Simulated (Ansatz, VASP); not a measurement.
# CdS in VASP and in Ansatz

```
Cd S
1.0
     0.00000    2.91650    2.91650
     2.91650    0.00000    2.91650
     2.91650    2.91650    0.00000
Cd S
1 1
Direct
  0.00000 0.00000 0.00000
  0.75000 0.75000 0.75000
```

Alike in both runs: task single point; functional PBE; k mesh 8 × 8 × 8; occupations gaussian, width 0.012 eV; no spin polarisation.

|  | VASP | Ansatz |
| --- | --- | --- |
| version | VASP 6.6.1 | Ansatz 0.2.0 |
| potentials or method | VASP PAW PBE potentials, release 64 (Cd, S) | Ansatz PAW |
| plane-wave cutoff (eV) | 520 | 420 |
| valence electrons in the cell | 18 | 26 |

VASP gave:

- gap on the k mesh at the Fermi level (eV): 1.15
- least direct gap on the mesh (eV): 1.15
- pressure (GPa): 3.2

Task: Estimate Ansatz's values.

Result: gap on the k mesh at the Fermi level (eV): 1.15; least direct gap on the mesh (eV): 1.15; pressure (GPa): 2.8.

The functional is the same, so the differences come from potentials, cutoffs and numerics. VASP's potentials hold 18 valence electrons a cell and Ansatz's 26, so a difference there can come from the potentials and not from the codes.
